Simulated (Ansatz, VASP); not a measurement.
**One calculation of Ge, two programs**

Contents of INCAR:

```
SYSTEM = Ge
PREC     = Accurate       ! precision mode
ENCUT    = 520            ! plane-wave cutoff, eV
EDIFF    = 1E-7           ! SCF threshold, eV
ISMEAR   = -1             ! smearing method
SIGMA    = 0.05           ! smearing width, eV
LREAL    = .False.        ! projectors in reciprocal space
LASPH    = .True.         ! aspherical terms in the spheres
NELM     = 60             ! most SCF steps
ALGO     = Normal         ! electronic algorithm
ISIF     = 2              ! what is computed and relaxed
LWAVE    = .False.        ! write WAVECAR
LCHARG   = .False.        ! write CHGCAR
NBANDS   = 36             ! bands
```

Contents of KPOINTS:

```
Automatic mesh
0
Gamma
  8 8 4
  0 0 0
```

Contents of POSCAR:

```
Ge
1.0
    3.9159795603      0.0000000000      0.0000000000
   -1.9579897802      3.3913377800      0.0000000000
    0.0000000000      0.0000000000      6.4646589660
Ge
4
Direct
    0.3333333333      0.6666666667      0.9370987500
    0.6666666667      0.3333333333      0.4370987500
    0.3333333333      0.6666666667      0.5629012500
    0.6666666667      0.3333333333      0.0629012500
```

input.yaml

```yaml
crystal:
  lattice:
    - [3.9159795603, 0.0, 0.0]
    - [-1.9579897802, 3.39133778, 0.0]
    - [0.0, 0.0, 6.464658966]
  atoms:
    - { symbol: Ge, position: [0.3333333333, 0.6666666667, 0.93709875] }
    - { symbol: Ge, position: [0.6666666667, 0.3333333333, 0.43709875] }
    - { symbol: Ge, position: [0.3333333333, 0.6666666667, 0.56290125] }
    - { symbol: Ge, position: [0.6666666667, 0.3333333333, 0.06290125] }
hamiltonian:
  xc: lda
  pseudopotentials: { kind: paw }
kpoints:
  mp_grid: { grid: [8, 8, 4] }
scf:
  occupations: { method: fermi_dirac, width: 0.05 }
output:
  forces: true
  stress: true
  eigenvalues: true
```

Alike in both runs: task single point; functional LDA; k mesh 8 × 8 × 4; occupations fermi-dirac, width 0.05 eV; no spin polarisation.

```csv
,VASP,Ansatz
version,VASP 6.6.1,Ansatz 0.2.0
potentials or method,"VASP PAW LDA potentials, release 64 (Ge_d)",Ansatz PAW
plane-wave cutoff (eV),520,420
valence electrons in the cell,56,56
```

Ansatz gave:

| Property | Result |
| --- | --- |
| gap on the k mesh at the Fermi level (eV) | none |
| pressure (GPa) | 2.5 |
| traceless stress, the component that is largest in VASP (GPa) | -0.23 |
| rms of the force components (eV/Å) | 0.009 |

**Question.** Estimate VASP's values.

**Answer.** gap on the k mesh at the Fermi level (eV): none; pressure (GPa): 2.7; traceless stress, the component that is largest in VASP (GPa): -0.22; rms of the force components (eV/Å): 0.010.

LDA's correlation is that of Perdew and Zunger in VASP and of Perdew and Wang (1992) in Ansatz. Atom by atom the forces differ by 0.001 eV/Å (rms over components). A gap of «none» marks a metal or a gap that the smearing closes.
